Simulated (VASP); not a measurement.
Runs of VASP 6.6.1 on CdS. The structure is that of space group F-43m (No. 216), or close to it. The cells are those of the table. 

```csv
task,spin,cell,k mesh,cutoff (eV),smearing,gap on the mesh (eV),pressure (GPa),moment (μB)
single point,"non-collinear, zero start, SOC","a = 4.119 Å, angles 60.0, 60.0, 90.0°, 2 atoms",8 × 8 × 8,520,gaussian 0.01 eV,-,0.3,0.00
relaxation of cell and atoms,off,"relaxed from a = 4.125 Å, angles 60.0, 60.0, 90.0°, 2 atoms",12 × 12 × 12,600,fermi-dirac 0.1 eV,(a),0.0,-
single point,"non-collinear, zero start, SOC","a = 4.036, b = 4.036, c = 4.138 Å, angles 60.8, 60.8, 90.0°, 2 atoms",8 × 8 × 8,520,gaussian 0.01 eV,-,(b),0.00
single point,"non-collinear, zero start, SOC","a = 4.160, b = 4.160, c = 4.108 Å, angles 59.6, 59.6, 90.0°, 2 atoms",8 × 8 × 8,520,gaussian 0.01 eV,-,0.0,0.00
single point,off,"a = 4.119 Å, angles 60.0, 60.0, 90.0°, 2 atoms",12 × 12 × 12,520,fermi-dirac 0.1 eV,1.02,0.4,-
```

Alike in all rows: level PBEsol; potentials or basis VASP PAW PBE potentials, release 64 (Cd, S).

**Question.** Estimate the missing entries.

**Answer.** (a) 1.01; (b) 1.1.

Caveats: the PAW data sets were made with another functional, which shifts forces and pressure a little.

A k mesh can miss the band edges, and rows without SOC leave out spin-orbit coupling on Cd.
